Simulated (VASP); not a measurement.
A run of VASP 6.6.1 is set up as follows.

The input POSCAR:

```
TiAl3
1.0
    3.8749206071      0.0000000000      0.0000000000
    0.0000000000      3.8749206071      0.0000000000
    0.0000000000      0.0000000000      3.8749206071
Ti Al
1 3
Direct
    0.0000000000      0.0000000000      0.0000000000
    0.5000000000      0.5000000000      0.0000000000
    0.5000000000      0.0000000000      0.5000000000
    0.0000000000      0.5000000000      0.5000000000
```

Contents of INCAR.step1:

```
PREC = Accurate
ENCUT = 520
ISMEAR = 0
SIGMA = 0.1
LREAL = False
LASPH = True
NELM = 80
NBANDS = 18
GGA = PE
ALGO = Normal
EDIFF = 1E-4
LWAVE = True
LCHARG = False
```

Contents of INCAR.step2:

```
PREC = Accurate
ENCUT = 520
EDIFF = 1E-6
ISMEAR = 0
SIGMA = 0.1
LREAL = False
LASPH = True
NELM = 80
ALGO = Normal
ISIF = 2
LWAVE = False
LCHARG = True
METAGGA = R2SCAN
LMIXTAU = True
LELF = True
LVHAR = True
NBANDS = 18
ISTART = 1
```

The input KPOINTS:

```
regular mesh
0
Gamma
  10 10 10
```

Potentials or basis: VASP PAW PBE potentials, release 64 (Ti_sv, Al).

Launch:

```bash
$ cat potpaw_PBE.64/Ti_sv/POTCAR potpaw_PBE.64/Al/POTCAR > POTCAR
$ cp INCAR.step1 INCAR
$ mpirun -np 1 vasp_std > vasp.out
$ cp INCAR.step2 INCAR
$ mpirun -np 1 vasp_std > vasp.out
```

Question: Estimate the pressure.

Answer: 8.0 GPa.

Caveat: the PAW data sets were made with another functional, which shifts forces and pressure a little.
